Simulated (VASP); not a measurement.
Write the native input for VASP 6.6.1 that does the following.

```
Task                   : relaxation of cell and atoms
Functional             : PBE
Potentials or basis    : VASP PAW PBE potentials, release 64 (Pb_d, S)
Cutoff                 : 600 eV
k mesh                 : 13 × 13 × 13
Occupations            : fermi-dirac, width 0.08 eV
Spin                   : no spin polarisation
Target pressure        : 22 GPa
Dipole correction      : no
Further INCAR settings : ALGO = Normal; EDIFF = 1e-07; IBRION = 2; EDIFFG = -0.005; NSW = 60; ISIF = 3
```

The structure of PbS (rocksalt type) lies in POSCAR:

```
PbS
1.0
    0.0000000000      2.7654408213      2.7654408213
    2.7654408213      0.0000000000      2.7654408213
    2.7654408213      2.7654408213      0.0000000000
Pb S
1 1
Direct
    0.0000000000      0.0000000000      0.0000000000
    0.5000000000      0.5000000000      0.5000000000
```

The input as run:

INCAR

```
PREC = Accurate
ENCUT = 600
EDIFF = 1E-7
ISMEAR = -1
SIGMA = 0.08
LREAL = False
LASPH = True
NELM = 80
ALGO = Normal
ISIF = 3
LWAVE = False
LCHARG = False
GGA = PE
IBRION = 2
NSW = 60
EDIFFG = -0.005
PSTRESS = 220.0
```

KPOINTS

```
regular mesh
0
Gamma
  13 13 13
```

Potentials or basis: VASP PAW PBE potentials, release 64 (Pb_d, S).

Launch:

```bash
$ cat potpaw_PBE.64/Pb_d/POTCAR potpaw_PBE.64/S/POTCAR > POTCAR
$ mpirun -np 1 vasp_std > vasp.out
```

It gave:

The relaxed volume is 21.18 Å³/atom and the relaxed cell is a = 3.913 Å, b = 3.913 Å, c = 3.913 Å, α = 60.00°, β = 60.00°, γ = 60.00°. The space group after relaxing (to 0.1 Å) is Fm-3m (No. 225). The energy change on relaxing (the run minimises the enthalpy) is -3.7 meV/atom and the ionic steps are 3. The pressure after relaxing is 22.0 GPa.

Caveat: the cell is relaxed towards a set pressure, so the run minimises the enthalpy, not the energy.

It took 2.9 min on 1 thread of Intel Xeon 8259CL, with other jobs on the host, peak memory 0.23 GiB.
